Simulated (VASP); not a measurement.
**ZnO: single point with PBEsol**

ZnO:

```
Zn O
1.0
     3.10130    0.00000    0.00000
    -1.55065    2.68580    0.00000
     0.00000    0.00000    5.33907
Zn O
2 2
Direct
  0.66667 0.33333 0.50581
  0.33333 0.66667 0.00581
  0.66667 0.33333 0.87450
  0.33333 0.66667 0.37450
```

This cell differs from its parent crystal: biaxial strain in the a-b plane: -4.0 %.

```json
{
 "Program": "VASP 6.6.1",
 "Task": "single point",
 "Functional": "PBEsol",
 "Potentials or basis": "VASP PAW PBE potentials, release 64 (Zn, O)",
 "Cutoff": "520 eV",
 "k mesh": "9 × 9 × 6",
 "Occupations": "gaussian, width 0.02 eV",
 "Spin": "no spin polarisation",
 "Dipole correction": "no",
 "Further INCAR settings": "ALGO = Normal; EDIFF = 1e-06; NBANDS = 26"
}
```

| Property | Result |
| --- | --- |
| Pressure | 10.5 GPa |
| Largest force | 0.337 eV/Å |
| Band gap on the k mesh | 0.65 eV, direct |

Forces in eV/Å, atoms in the order of the input:
```
Zn   0.000  0.000  0.337
Zn   0.000  0.000  0.337
O    0.000  0.000 -0.337
O    0.000  0.000 -0.337
```

Stress tensor (GPa, compression positive):
```
14.34  0.00  0.00
 0.00 14.34  0.00
 0.00  0.00  2.82
```

Levels at points of the mesh, in eV from the valence-band top:
```csv
k point,band 15,band 16,band 17,band 18,band 19,band 20,band 21,band 22
"(0.00, 0.00, 0.00)",-0.81,-0.23,0.00,0.00,0.65,5.60,7.70,12.99
"(0.00, 0.00, 0.50)",-0.40,-0.40,-0.40,-0.40,3.40,3.40,9.78,9.78
```

Wall time 30 s on 1 thread of Intel(R) Xeon(R) Platinum 8488C (Sapphire Rapids), with other jobs on the host, peak memory 0.18 GiB.

Caveat: the cell differs from its parent crystal (biaxial strain in the a-b plane: -4.0 %); the PAW data sets were made with another functional, which shifts forces and pressure a little.
